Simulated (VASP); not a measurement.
# Ni (Fd-3m) in VASP: further runs

Ni is run at these levels: r2SCAN; tasks: single point, relaxation of cell and atoms.

All numbers are computed with VASP 6.6.1; they aren't measurements. Logs are shortened: lines on timing, memory, paths and dates and some standing lists are left out, and cuts for length are marked.

**1. The cell of the first run**

Symmetry: Fd-3m, No. 227, cubic system. The conventional cell has a = 5.014 Å, b = 5.014 Å, c = 5.014 Å, α = 90.00°, β = 90.00°, γ = 90.00°. Ni (site symmetry -43m) has 4 Ni at 2.17 Å within 2.9 Å.

**2. Single point, r2SCAN**

File POSCAR:

```
Ni
1.0
    0.0000000000      2.5072019934      2.5072019934
    2.5072019934      0.0000000000      2.5072019934
    2.5072019934      2.5072019934      0.0000000000
Ni
2
Direct
    0.1250000000      0.1250000000      0.1250000000
    0.8750000000      0.8750000000      0.8750000000
```

File INCAR.step1:

```
SYSTEM = Ni
  PREC = Accurate
  ENCUT = 520
  ISMEAR = -1
  SIGMA = 0.1
  LREAL = .FALSE.
  LASPH = .TRUE.
  NELM = 80
  NBANDS = 17
  GGA = PE
  ALGO = Normal
  EDIFF = 1E-4
  LWAVE = .TRUE.
  LCHARG = .FALSE.
```

File INCAR.step2:

```
SYSTEM = Ni
  PREC = Accurate
  ENCUT = 520
  EDIFF = 1E-6
  ISMEAR = -1
  SIGMA = 0.1
  LREAL = .FALSE.
  LASPH = .TRUE.
  NELM = 80
  ALGO = Normal
  ISIF = 2
  LWAVE = .FALSE.
  LCHARG = .FALSE.
  METAGGA = R2SCAN
  LMIXTAU = .TRUE.
  NBANDS = 17
  ISTART = 1
```

File KPOINTS:

```
regular mesh
0
G
  18 18 18
  0 0 0
```

Potentials or basis: VASP PAW PBE potentials, release 64 (Ni).

Started as:

```sh
$ cat potpaw_PBE.64/Ni/POTCAR > POTCAR
$ cp INCAR.step1 INCAR
$ mpirun -np 1 vasp_std > vasp.out
$ cp INCAR.step2 INCAR
$ mpirun -np 1 vasp_std > vasp.out
```

OUTCAR:

```text
SYSTEM = Ni
   PREC = Accurate
   ENCUT = 520
   EDIFF = 1E-6
   ISMEAR = -1
   LREAL = .FALSE.
   LASPH = .TRUE.
   NELM = 80
   ISIF = 2
   METAGGA = R2SCAN
   ISTART = 1

 ion  position               nearest neighbor table
   1  0.125  0.125  0.125-   2 2.17   2 2.17   2 2.17   2 2.17
   2  0.875  0.875  0.875-   1 2.17   1 2.17   1 2.17   1 2.17

  LATTYP: Found a face centered cubic cell.
 ALAT       =     5.0144039868

  Lattice vectors:

 A1 = (   0.0000000000,   2.5072019934,   2.5072019934)
 A2 = (   2.5072019934,   0.0000000000,   2.5072019934)
 A3 = (   2.5072019934,   2.5072019934,   0.0000000000)

Analysis of symmetry for initial positions (statically):
=====================================================================
 Subroutine PRICEL returns:
 Original cell was already a primitive cell.

 Routine SETGRP: Setting up the symmetry group for a
 face centered cubic supercell.

 Subroutine GETGRP returns: Found 48 space group operations
 (whereof 12 operations were pure point group operations)
 out of a pool of 48 trial point group operations.

The static configuration has the point symmetry D_3d.
 The point group associated with its full space group is O_h .

Analysis of symmetry for dynamics (positions and initial velocities):
=====================================================================
 Subroutine PRICEL returns:
 Original cell was already a primitive cell.

 Routine SETGRP: Setting up the symmetry group for a
 face centered cubic supercell.

 Subroutine GETGRP returns: Found 48 space group operations
 (whereof 12 operations were pure point group operations)
 out of a pool of 48 trial point group operations.

The dynamic configuration has the point symmetry D_3d.
 The point group associated with its full space group is O_h .

 Subroutine INISYM returns: Found 48 space group operations
 (whereof 12 operations are pure point group operations),
 and found     1 'primitive' translations

----------------------------------------------------------------------------------------

                                     Primitive cell

  volume of cell :      31.5209

  direct lattice vectors                    reciprocal lattice vectors
     0.000000000  2.507201993  2.507201993    -0.199425496  0.199425496  0.199425496
     2.507201993  0.000000000  2.507201993     0.199425496 -0.199425496  0.199425496
     2.507201993  2.507201993  0.000000000     0.199425496  0.199425496 -0.199425496

  length of vectors
     3.545719063  3.545719063  3.545719063     0.345415091  0.345415091  0.345415091

  position of ions in fractional coordinates (direct lattice)
     0.125000000  0.125000000  0.125000000
     0.875000000  0.875000000  0.875000000

  ion indices of the primitive-cell ions
   primitive index   ion index
                 1           1
                 2           2

----------------------------------------------------------------------------------------

 KPOINTS: regular mesh

Automatic generation of k-mesh.
 Grid dimensions read from file:
 generate k-points for:   18   18   18

 Generating k-lattice:

  Cartesian coordinates                     Fractional coordinates (reciprocal lattice)
    -0.011079194  0.011079194  0.011079194     0.055555556  0.000000000  0.000000000
     0.011079194 -0.011079194  0.011079194     0.000000000  0.055555556  0.000000000
     0.011079194  0.011079194 -0.011079194     0.000000000  0.000000000  0.055555556

  Length of vectors
     0.019189727  0.019189727  0.019189727

  Shift w.r.t. Gamma in fractional coordinates (k-lattice)
     0.000000000  0.000000000  0.000000000

 Subroutine IBZKPT returns following result:
 ===========================================

 Found    195 irreducible k-points:

 Following reciprocal coordinates:
            Coordinates               Weight
  0.000000  0.000000  0.000000      1.000000
  0.055556  0.000000  0.000000      8.000000
  0.111111  0.000000  0.000000      8.000000
  0.166667  0.000000  0.000000      8.000000
  0.222222  0.000000  0.000000      8.000000
  0.277778  0.000000  0.000000      8.000000
[... 16 lines left out ...]
 -0.277778  0.055556  0.000000     24.000000
 -0.222222  0.055556  0.000000     24.000000
 [... further k-points ...]
   k-points           NKPTS =    195   k-points in BZ     NKDIM =    195   number of bands    NBANDS=     17
   number of dos      NEDOS =    301   number of ions     NIONS =      2
   total plane-waves  NPLWV =  21952
   dimension x,y,z NGX =    28 NGY =   28 NGZ =   28
   dimension x,y,z NGXF=    56 NGYF=   56 NGZF=   56
   ions per type =               2
   NGX,Y,Z   is equivalent  to a cutoff of  13.13, 13.13, 13.13 a.u.
   NGXF,Y,Z  is equivalent  to a cutoff of  26.26, 26.26, 26.26 a.u.
 SYSTEM =  Ni
   PREC   = accura    normal or accurate (medium, high low for compatibility)
   ISTART =      1    job   : 0-new  1-cont  2-samecut
   ICHARG =      0    charge: 1-file 2-atom 10-const
   ISPIN  =      1    spin polarized calculation?
   LNONCOLLINEAR =      F non collinear calculations
   LSORBIT =      F    spin-orbit coupling
   LASPH  =      T    aspherical Exc in radial PAW
   ENCUT  =  520.0 eV  38.22 Ry    6.18 a.u.   6.59  6.59  6.59*2*pi/ulx,y,z
   NELM   =     80;   NELMIN=  2; NELMDL=  0     # of ELM steps
   EDIFF  = 0.1E-05   stopping-criterion for ELM
   LREAL  =      F    real-space projection
   EDIFFG = 0.1E-04   stopping-criterion for IOM
   NSW    =      0    number of steps for IOM
   IBRION =     -1    ionic relax: 0-MD 1-quasi-New 2-CG
   NFREE  =      0    steps in history (QN), initial steepest desc. (CG)
   ISIF   =      2    stress and relaxation
   ISYM   =      2    0-nonsym 1-usesym 2-fastsym
   POTIM  = 0.5000    time-step for ionic-motion
   TEBEG  =    0.0;   TEEND  =   0.0 temperature during run
   PSTRESS=    0.0 pullay stress
   NELECT =      20.0000    total number of electrons
   NUPDOWN=      -1.0000    fix difference up-down
   EMIN   =  10.00;   EMAX   =-10.00  energy-range for DOS
   EFERMI =   0.00;   METHOD = LEGACY
   ISMEAR =    -1;   SIGMA  =   0.10  broadening in eV -4-tet -1-fermi 0-gaus
   EFERMI_NEDOS =   21; number of points for ismear=-14 and -15
   IALGO  =     38    algorithm
   IMIX   =      4    mixing-type and parameters
     AMIX     =   0.40;   BMIX     =  1.00
     AMIX_MAG =   1.60;   BMIX_MAG =  1.00
  volume/ion in A,a.u.               =      15.76       106.36
  Fermi-wavevector in a.u.,A,eV,Ry     =   1.406756  2.658384 26.925427  1.978963
  Thomas-Fermi vector in A             =   2.529084
   LORBIT       =      0    0 simple, 1 ext, 2 COOP (PROOUT), +10 PAW based schemes
   METAGGA = R2SCAN    functional components
   LHFCALC =     F    Hartree Fock is set to
   AEXX    =    0.0000 exact exchange contribution
   IVDW    =     0    specifies the selected vdW correction
   LEPSILON=     F    determine dielectric tensor
   LRPA    =     F    only Hartree local field effects (RPA)
 non-spin polarized calculation
  energy-cutoff  :      520.00
  volume of cell :       31.52
 maximum number of plane-waves:       877
   NGX = 13   NGY = 13   NGZ = 13

 number of electron      19.9999989 magnetization

 Free energy of the ion-electron system (eV)
  ---------------------------------------------------
  ext. energy  EPLUGINS =         0.00000000
  ---------------------------------------------------
  free energy    TOTEN  =       -21.16089155 eV

  energy without entropy =      -20.95460153  energy(sigma->0) =      -21.05774654

 E-fermi :   4.8647     XC(G=0): -11.5885

 val. band max:        4.8635963315   @ k =  -0.3333   0.3889   0.1111
 cond. band min:       4.8653373822   @ k =  -0.2778   0.3889   0.1111
 fundamental gap:      0.0017410506
 Fermi energy:         4.8647423033

 k-point     1 :       0.0000    0.0000    0.0000
  band No.  band energies     occupation
      1      -1.9266      2.00000
      2       2.0098      2.00000
      3       2.0098      2.00000
      4       2.0707      2.00000
      5       2.0707      2.00000
      6       2.0707      2.00000
[... 9 lines left out ...]
     16      18.1743      0.00000
     17      18.1743      0.00000

 k-point     2 :       0.0556    0.0000    0.0000
  band No.  band energies     occupation
      1      -1.8672      2.00000
      2       1.9517      2.00000
      3       1.9517      2.00000
      4       2.0735      2.00000
      5       2.1415      2.00000
      6       2.1415      2.00000
[... 9 lines left out ...]
     16      18.7262      0.00000
     17      18.9863      0.00000

 k-point     3 :       0.1111    0.0000    0.0000
  band No.  band energies     occupation
      1      -1.6906      2.00000
      2       1.8903      2.00000
      3       1.8903      2.00000
      4       2.0829      2.00000
      5       2.2376      2.00000
      6       2.2376      2.00000
[... 9 lines left out ...]
     16      19.4677      0.00000
     17      19.4677      0.00000

 k-point     4 :       0.1667    0.0000    0.0000
  band No.  band energies     occupation
      1      -1.4012      2.00000
      2       1.8511      2.00000
      3       1.8512      2.00000
      4       2.1016      2.00000
      5       2.3229      2.00000
      6       2.3229      2.00000
[... 9 lines left out ...]
     16      19.9982      0.00000
     17      19.9982      0.00000

 k-point     5 :       0.2222    0.0000    0.0000
  band No.  band energies     occupation
      1      -1.0082      2.00000
      2       1.8376      2.00000
      3       1.8376      2.00000
      4       2.1321      2.00000
      5       2.3792      2.00000
      6       2.3792      2.00000
[... 9 lines left out ...]
     16      19.8881      0.00000
     17      19.8881      0.00000

 k-point     6 :       0.2778    0.0000    0.0000
  band No.  band energies     occupation
      1      -0.5284      2.00000
      2       1.8501      2.00000
      3       1.8502      2.00000
      4       2.1735      2.00000
      5       2.3934      2.00000
      6       2.3934      2.00000
[... 9 lines left out ...]
     16      19.4561      0.00000
     17      19.4562      0.00000

 k-point     7 :       0.3333    0.0000    0.0000
  band No.  band energies     occupation
      1       0.0073      2.00000
      2       1.8876      2.00000
      3       1.8876      2.00000
      4       2.2130      2.00000
      5       2.3635      2.00000
      6       2.3635      2.00000
[... 9 lines left out ...]
     16      19.0389      0.00000
     17      19.0389      0.00000

 k-point     8 :       0.3889    0.0000    0.0000
  band No.  band energies     occupation
      1       0.5417      2.00000
      2       1.9470      2.00000
      3       1.9470      2.00000
      4       2.2161      2.00000
      5       2.2991      2.00000
      6       2.2991      2.00000
[... 9 lines left out ...]
     16      18.7201      0.00000
     17      18.7201      0.00000
[... 203 lines left out ...]
      1       1.1699      2.00000
      2       1.9309      2.00000
      3       2.0641      2.00000
      4       2.1263      2.00000
      5       2.2003      2.00000
      6       2.2740      2.00000
[... 9 lines left out ...]
     16      18.7932      0.00000
     17      19.4806      0.00000

 k-point    20 :      -0.4444    0.0556    0.0000
  band No.  band energies     occupation
      1       1.1070      2.00000
      2       1.9794      2.00000
      3       1.9846      2.00000
      4       2.1447      2.00000
      5       2.2245      2.00000
      6       2.2828      2.00000
[... 9 lines left out ...]
     16      18.6507      0.00000
     17      19.5097      0.00000

 k-point    21 :      -0.3889    0.0556    0.0000
  band No.  band energies     occupation
      1       0.7424      2.00000
      2       1.8976      2.00000
      3       2.0075      2.00000
      4       2.1707      2.00000
      5       2.2529      2.00000
      6       2.3676      2.00000
[... 9 lines left out ...]
     16      18.6288      0.00000
     17      19.5829      0.00000

 k-point    22 :      -0.3333    0.0556    0.0000
  band No.  band energies     occupation
      1       0.2332      2.00000
      2       1.8312      2.00000
      3       1.9716      2.00000
      4       2.1940      2.00000
      5       2.2972      2.00000
      6       2.4360      2.00000
[... 9 lines left out ...]
     16      18.7283      0.00000
     17      19.7006      0.00000

 k-point    23 :      -0.2778    0.0556    0.0000
  band No.  band energies     occupation
      1      -0.3065      2.00000
      2       1.7864      2.00000
      3       1.9337      2.00000
      4       2.1737      2.00000
      5       2.3327      2.00000
      6       2.4722      2.00000
[... 9 lines left out ...]
     16      18.9390      0.00000
     17      19.8662      0.00000

 k-point    24 :      -0.2222    0.0556    0.0000
  band No.  band energies     occupation
      1      -0.8071      2.00000
      2       1.7668      2.00000
      3       1.9121      2.00000
      4       2.1386      2.00000
      5       2.3376      2.00000
      6       2.4642      2.00000
[... 9 lines left out ...]
     16      19.2048      0.00000
     17      20.0870      0.00000

 [... further k-points ...]
[... 5 lines left out ...]
  --------------------------------------------------------------------------------------
  -------------------------------------------------------------------------------------
  Total        0.0142065      0.0142065      0.0142065     -0.0000000      0.0000000      0.0000000
  in kB        0.7221037      0.7221037      0.7221037     -0.0000000      0.0000000      0.0000000
  external PRESSURE =       0.7221037 kB  Pullay stress =       0.0000000 kB

 VOLUME and BASIS-vectors are now :
 -----------------------------------------------------------------------------
  energy-cutoff  :      520.00
  volume of cell :       31.52
      direct lattice vectors                 reciprocal lattice vectors
     0.000000000  2.507201993  2.507201993    -0.199425496  0.199425496  0.199425496
     2.507201993  0.000000000  2.507201993     0.199425496 -0.199425496  0.199425496
     2.507201993  2.507201993  0.000000000     0.199425496  0.199425496 -0.199425496

 POSITION                                       TOTAL-FORCE (eV/Angst)
 -----------------------------------------------------------------------------------
      0.62680      0.62680      0.62680         0.000000     -0.000000      0.000000
      4.38760      4.38760      4.38760        -0.000000      0.000000     -0.000000
 -----------------------------------------------------------------------------------
    total drift:                                0.000000      0.000000     -0.000000

  FREE ENERGIE OF THE ION-ELECTRON SYSTEM (eV)
  ---------------------------------------------------
  free  energy   TOTEN  =       -21.1608915494 eV

  energy  without entropy=      -20.9546015327  energy(sigma->0) =      -21.05774654
```

It took 5.1 min on 1 thread of Intel Xeon Platinum 8488C (Sapphire Rapids), shared host; peak memory 0.22 GiB.

Results:

| Property | Result |
| --- | --- |
| Free energy | -21.1609 eV |
| Pressure | 0.1 GPa |
| Band gap on the k mesh | zero (band 10 reaches 4.95 eV, above the bottom of band 11 at 4.63 eV) |

Levels at points of the mesh, in eV from the Fermi level:
| k point | band 8 | band 9 | band 10 | band 11 | band 12 | band 13 |
| --- | --- | --- | --- | --- | --- | --- |
| (0.00, 0.00, 0.00) | -1.15 | -1.15 | -0.11 | -0.11 | 12.81 | 12.81 |
| (0.50, 0.00, 0.00) | -0.83 | -0.83 | -0.24 | -0.24 | 1.03 | 9.38 |
| (0.50, 0.50, 0.00) | -1.43 | -0.09 | -0.09 | 1.53 | 1.53 | 4.90 |

Caveat: the PAW data sets were made with another functional, which shifts forces and pressure a little; the run has no spin polarisation, though such a crystal can be magnetic.

(Continued in part 2 of 3.)
